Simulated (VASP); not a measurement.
# C in VASP: single point with PBE+D3(BJ)

Aim: the single point of C with PBE+D3(BJ).

Everything below comes from runs of VASP 6.6.1. Logs are shortened: lines on timing, memory, paths and dates and some standing lists are left out, and cuts for length are marked.

## 1. The cell of the first run

The cell holds a slab with vacuum, 16 atoms: a = 5.030 Å, b = 2.515 Å, c = 20.825 Å, α = 90.00°, β = 90.00°, γ = 90.00°.

## 2. Single point, PBE+D3(BJ)

The input, INCAR:

```
ALGO = Normal
DIPOL = 0.5 0.5 0.500
EDIFF = 1E-6
ENCUT = 520
GGA = PE
GGA_COMPAT = F
IDIPOL = 3
ISIF = 2
ISMEAR = 0
ISYM = 0
IVDW = 12
LASPH = T
LCHARG = F
LDIPOL = T
LREAL = F
LWAVE = F
NBANDS = 46
NELM = 120
NELMDL = -8
PREC = Accurate
SIGMA = 0.03
```

The input, KPOINTS:

```
k-points
0
Gamma
  6 10 1
```

The input, POSCAR:

```
C
1.0
    5.0303177371      0.0000000000      0.0000000000
    0.0000000000      2.5151588186      0.0000000000
    0.0000000000      0.0000000000     20.8247005988
C
16
Direct
   -0.1108236631      0.0008513489      0.3587518816
    0.6145152684      1.0008151638      0.3576678196
    0.5179472546      0.5008258594      0.3900934518
   -0.0177674899      0.5008360372      0.3918325064
    0.2539490616      0.5008211413      0.4292665090
    0.7433421077      0.5008257262      0.4423406695
    0.7433930293      1.0008240787      0.4825574291
    0.2541242231      1.0008172013      0.4744707377
    0.4955371272      0.0008080170      0.5256851143
    0.0062957963      0.0007998867      0.5176038364
    0.0063420785      0.5007855118      0.5578208978
    0.4957399106      0.5007967599      0.5708938852
    0.7674355552      0.5007752791      0.6083234932
    0.2317120735      0.5007863044      0.6100742863
    0.1351534885      0.0007929254      0.6425071325
    0.8604968238      0.0007489111      0.6414038202
```

Potentials or basis: VASP PAW PBE potentials, release 64 (C).

The run is started by

```console
$ cat potpaw_PBE.64/C/POTCAR > POTCAR
$ mpirun -np 1 vasp_std > vasp.out
```

OUTCAR:

```text
EDIFF = 1E-6
   ENCUT = 520
   GGA = PE
   ISIF = 2
   ISMEAR = 0
   ISYM = 0
   IVDW = 12
   LASPH = T
   LREAL = F
   NELM = 120
   NELMDL = -8
   PREC = Accurate
 IVDW          = 12

 ion  position               nearest neighbor table
   1  0.889  0.001  0.359-   2 1.38   4 1.51   4 1.51
   2  0.615  0.001  0.358-   1 1.38   3 1.51   3 1.51
   3  0.518  0.501  0.390-   2 1.51   2 1.51   5 1.56   6 1.57
   4  0.982  0.501  0.392-   1 1.51   1 1.51   5 1.57   6 1.60
   5  0.254  0.501  0.429-   3 1.56   8 1.57   8 1.57   4 1.57
   6  0.743  0.501  0.442-   7 1.51   7 1.51   3 1.57   4 1.60
   7  0.743  0.001  0.483-  10 1.51   6 1.51   6 1.51   9 1.54
   8  0.254  0.001  0.474-  10 1.54   5 1.57   5 1.57   9 1.62
   9  0.496  0.001  0.526-   7 1.54  12 1.57  12 1.57   8 1.62
  10  0.006  0.001  0.518-   7 1.51  11 1.51  11 1.51   8 1.54
  11  0.006  0.501  0.558-  10 1.51  10 1.51  14 1.57  13 1.60
  12  0.496  0.501  0.571-  14 1.56   9 1.57   9 1.57  13 1.57
  13  0.767  0.501  0.608-  16 1.51  16 1.51  12 1.57  11 1.60
  14  0.232  0.501  0.610-  15 1.51  15 1.51  12 1.56  11 1.57
  15  0.135  0.001  0.643-  16 1.38  14 1.51  14 1.51
  16  0.860  0.001  0.641-  15 1.38  13 1.51  13 1.51

IMPORTANT INFORMATION: All symmetrisations will be switched off!
NOSYMM: (Re-)initialisation of all symmetry stuff for point group C_1.

----------------------------------------------------------------------------------------

                                     Primitive cell

  volume of cell :     263.4751

  direct lattice vectors                    reciprocal lattice vectors
     5.030317737  0.000000000  0.000000000     0.198794600  0.000000000  0.000000000
     0.000000000  2.515158819  0.000000000     0.000000000  0.397589207  0.000000000
     0.000000000  0.000000000 20.824700599     0.000000000  0.000000000  0.048019898

  length of vectors
     5.030317737  2.515158819 20.824700599     0.198794600  0.397589207  0.048019898

  position of ions in fractional coordinates (direct lattice)
     0.889176337  0.000851349  0.358751882
     0.614515268  0.000815164  0.357667820
     0.517947255  0.500825859  0.390093452
     0.982232510  0.500836037  0.391832506
     0.253949062  0.500821141  0.429266509
     0.743342108  0.500825726  0.442340669
[... 8 lines left out ...]
     0.135153489  0.000792925  0.642507133
     0.860496824  0.000748911  0.641403820

  ion indices of the primitive-cell ions
   primitive index   ion index
                 1           1
                 2           2
                 3           3
                 4           4
                 5           5
                 6           6
[... 8 lines left out ...]
                15          15
                16          16

----------------------------------------------------------------------------------------

 KPOINTS: k-points

Automatic generation of k-mesh.
 Grid dimensions read from file:
 generate k-points for:    6   10    1

 Generating k-lattice:

  Cartesian coordinates                     Fractional coordinates (reciprocal lattice)
     0.033132433  0.000000000  0.000000000     0.166666667  0.000000000  0.000000000
     0.000000000  0.039758921  0.000000000     0.000000000  0.100000000  0.000000000
     0.000000000  0.000000000  0.048019898     0.000000000  0.000000000  1.000000000

  Length of vectors
     0.033132433  0.039758921  0.048019898

  Shift w.r.t. Gamma in fractional coordinates (k-lattice)
     0.000000000  0.000000000  0.000000000

 Subroutine IBZKPT returns following result:
 ===========================================

 Found     32 irreducible k-points:

 Following reciprocal coordinates:
            Coordinates               Weight
  0.000000  0.000000  0.000000      1.000000
  0.166667  0.000000  0.000000      2.000000
  0.333333  0.000000  0.000000      2.000000
  0.500000  0.000000  0.000000      1.000000
  0.000000  0.100000  0.000000      2.000000
  0.166667  0.100000  0.000000      2.000000
[... 16 lines left out ...]
  0.000000  0.400000  0.000000      2.000000
  0.166667  0.400000  0.000000      2.000000
 [... further k-points ...]
   k-points           NKPTS =     32   k-points in BZ     NKDIM =     32   number of bands    NBANDS=     46
   number of dos      NEDOS =    301   number of ions     NIONS =     16
   total plane-waves  NPLWV = 128000
   dimension x,y,z NGX =    40 NGY =   20 NGZ =  160
   dimension x,y,z NGXF=    80 NGYF=   40 NGZF=  320
   ions per type =              16
   NGX,Y,Z   is equivalent  to a cutoff of  13.22, 13.22, 12.77 a.u.
   NGXF,Y,Z  is equivalent  to a cutoff of  26.44, 26.44, 25.55 a.u.
 SYSTEM =  unknown system
   PREC   = accura    normal or accurate (medium, high low for compatibility)
   ISTART =      0    job   : 0-new  1-cont  2-samecut
   ICHARG =      2    charge: 1-file 2-atom 10-const
   ISPIN  =      1    spin polarized calculation?
   LNONCOLLINEAR =      F non collinear calculations
   LSORBIT =      F    spin-orbit coupling
   LASPH  =      T    aspherical Exc in radial PAW
   ENCUT  =  520.0 eV  38.22 Ry    6.18 a.u.   9.35  4.68 38.72*2*pi/ulx,y,z
   NELM   =    120;   NELMIN=  2; NELMDL= -8     # of ELM steps
   EDIFF  = 0.1E-05   stopping-criterion for ELM
   LREAL  =      F    real-space projection
   EDIFFG = 0.1E-04   stopping-criterion for IOM
   NSW    =      0    number of steps for IOM
   IBRION =     -1    ionic relax: 0-MD 1-quasi-New 2-CG
   NFREE  =      0    steps in history (QN), initial steepest desc. (CG)
   ISIF   =      2    stress and relaxation
   ISYM   =      0    0-nonsym 1-usesym 2-fastsym
   POTIM  = 0.5000    time-step for ionic-motion
   TEBEG  =    0.0;   TEEND  =   0.0 temperature during run
   PSTRESS=    0.0 pullay stress
   NELECT =      64.0000    total number of electrons
   NUPDOWN=      -1.0000    fix difference up-down
   EMIN   =  10.00;   EMAX   =-10.00  energy-range for DOS
   EFERMI =   0.00;   METHOD = LEGACY
   ISMEAR =     0;   SIGMA  =   0.03  broadening in eV -4-tet -1-fermi 0-gaus
   EFERMI_NEDOS =   21; number of points for ismear=-14 and -15
   IALGO  =     38    algorithm
   IMIX   =      4    mixing-type and parameters
     AMIX     =   0.40;   BMIX     =  1.00
     AMIX_MAG =   1.60;   BMIX_MAG =  1.00
  volume/ion in A,a.u.               =      16.47       111.13
  Fermi-wavevector in a.u.,A,eV,Ry     =   1.021461  1.930281 14.196071  1.043382
  Thomas-Fermi vector in A             =   2.155087
   LORBIT       =      0    0 simple, 1 ext, 2 COOP (PROOUT), +10 PAW based schemes
   GGA     = PE    functional components
   LHFCALC =     F    Hartree Fock is set to
   AEXX    =    0.0000 exact exchange contribution
   IVDW    =    12    specifies the selected vdW correction
   LEPSILON=     F    determine dielectric tensor
   LRPA    =     F    only Hartree local field effects (RPA)
 non-spin polarized calculation
 Gauss-broadening in eV      SIGMA  =   0.03
  energy-cutoff  :      520.00
  volume of cell :      263.48
 maximum number of plane-waves:      7139
 NGX is ok and might be reduce to    40
   NGX = 19   NGY =  9   NGZ = 77

 dipolmoment           0.000000      0.000000     -0.000001 electrons x Angstroem

 number of electron      64.0000008 magnetization

 dipolmoment           0.000000      0.000000      0.000001 electrons x Angstroem

 Free energy of the ion-electron system (eV)
  ---------------------------------------------------
  ext. energy  EPLUGINS =         0.00000000
  ---------------------------------------------------
  free energy    TOTEN  =      -137.94295051 eV

  energy without entropy =     -137.94295051  energy(sigma->0) =     -137.94295051

 E-fermi :  -0.1513     XC(G=0):  -5.4450

 val. band max:       -0.2965220271   @ k =   0.5000   0.1000   0.0000
 cond. band min:       0.8754066973   @ k =   0.3333   0.5000   0.0000
 fundamental gap:      1.1719287244
 Fermi energy:        -0.1512698927

 k-point     1 :       0.0000    0.0000    0.0000
  band No.  band energies     occupation
      1     -21.7983      2.00000
      2     -20.7787      2.00000
      3     -18.8077      2.00000
      4     -17.1503      2.00000
      5     -16.9853      2.00000
      6     -15.9175      2.00000
[... 36 lines left out ...]
     43       6.0494      0.00000
     44       6.4914      0.00000

 k-point     2 :       0.1667    0.0000    0.0000
  band No.  band energies     occupation
      1     -21.6907      2.00000
      2     -20.7135      2.00000
      3     -18.8539      2.00000
      4     -18.1829      2.00000
      5     -16.8801      2.00000
      6     -15.5090      2.00000
[... 36 lines left out ...]
     43       6.2441      0.00000
     44       6.6187      0.00000

 k-point     3 :       0.3333    0.0000    0.0000
  band No.  band energies     occupation
      1     -21.3967      2.00000
      2     -20.5942      2.00000
      3     -19.3126      2.00000
      4     -18.6902      2.00000
      5     -17.4301      2.00000
      6     -15.8081      2.00000
[... 36 lines left out ...]
     43       6.6576      0.00000
     44       6.8691      0.00000

 k-point     4 :       0.5000    0.0000    0.0000
  band No.  band energies     occupation
      1     -21.1413      2.00000
      2     -20.6149      2.00000
      3     -19.6143      2.00000
      4     -18.8302      2.00000
      5     -17.5753      2.00000
      6     -16.0157      2.00000
[... 882 lines left out ...]
     43       8.1833      0.00000
     44       8.2873      0.00000

 k-point    23 :       0.0000    0.4000    0.0000
  band No.  band energies     occupation
      1     -18.8873      2.00000
      2     -17.9225      2.00000
      3     -16.2757      2.00000
      4     -15.1827      2.00000
      5     -14.6883      2.00000
      6     -14.2058      2.00000
[... 36 lines left out ...]
     43       7.8514      0.00000
     44       8.0008      0.00000

 k-point    24 :       0.1667    0.4000    0.0000
  band No.  band energies     occupation
      1     -18.7823      2.00000
      2     -17.8561      2.00000
      3     -16.2442      2.00000
      4     -15.5356      2.00000
      5     -15.0544      2.00000
      6     -14.5452      2.00000
[... 36 lines left out ...]
     43       8.1928      0.00000
     44       8.3105      0.00000

 [... further k-points ...]

 [bands above 44 left out]

------------------------ aborting loop because EDIFF is reached ----------------------------------------

 vacuum level on the upper side and lower side of the slab       (xc-potential included)        -0.092        -0.093

 Edisp (eV)   -2.33548

 E8    (eV) :    -0.7031

  FORCE on cell =-STRESS in cart. coord.  units (eV):
  Direction    XX          YY          ZZ          XY          YZ          ZX
  --------------------------------------------------------------------------------------
  -------------------------------------------------------------------------------------
  Total      -5.90353    10.95542     0.27796    -0.00204     0.00673    -0.00446
  in kB     -35.89903    66.61928     1.69023    -0.01241     0.04093    -0.02713
  external pressure =       10.80 kB  Pullay stress =        0.00 kB

 VOLUME and BASIS-vectors are now :
 -----------------------------------------------------------------------------
  energy-cutoff  :      520.00
  volume of cell :      263.48
      direct lattice vectors                 reciprocal lattice vectors
     5.030317737  0.000000000  0.000000000     0.198794600  0.000000000  0.000000000
     0.000000000  2.515158819  0.000000000     0.000000000  0.397589207  0.000000000
     0.000000000  0.000000000 20.824700599     0.000000000  0.000000000  0.048019898

 POSITION                                       TOTAL-FORCE (eV/Angst)
 -----------------------------------------------------------------------------------
      4.47284      0.00214      7.47090         0.051104     -0.002152     -0.034575
      3.09121      0.00205      7.44833        -0.052970      0.001681     -0.040946
      2.60544      1.25966      8.12358        -0.031874     -0.000914      0.004128
      4.94094      1.25968      8.15979         0.039739      0.000579      0.010710
      1.27744      1.25964      8.93935        -0.007846      0.000192     -0.012788
      3.73925      1.25966      9.21161        -0.000520      0.000144      0.002974
[... 8 lines left out ...]
      0.67986      0.00199     13.38002         0.053459     -0.001516      0.036153
      4.32857      0.00188     13.35704        -0.052943      0.003238      0.035737
 -----------------------------------------------------------------------------------
    total drift:                               -0.000009     -0.000349     -0.000091

  FREE ENERGIE OF THE ION-ELECTRON SYSTEM (eV)
  ---------------------------------------------------
  free  energy   TOTEN  =      -140.2784306067 eV

  energy  without entropy=     -140.2784306067  energy(sigma->0) =     -140.27843061

 vacuum level on the upper side and lower side of the slab         5.235         5.235
```

Run time: 18 min. Hardware: 1 thread of Oxide Virtual Turin-like, shared host; peak memory 0.46 GiB.

Results:

```
Free energy                : -140.2784 eV
Largest force              : 0.067 eV/Å
Dispersion energy per atom : -0.146 eV
```

Forces in eV/Å, atoms in the order of the input:
```
C    0.051 -0.002 -0.035
C   -0.053  0.002 -0.041
C   -0.032 -0.001  0.004
C    0.040  0.001  0.011
C   -0.008  0.000 -0.013
C   -0.001  0.000  0.003
C   -0.010 -0.001  0.001
C    0.017  0.000 -0.002
C   -0.014  0.000  0.005
C    0.008  0.000 -0.001
C    0.002  0.001 -0.002
C    0.002  0.000  0.012
C   -0.038 -0.001 -0.009
C    0.035  0.001 -0.005
C    0.053 -0.002  0.036
C   -0.053  0.003  0.036
```
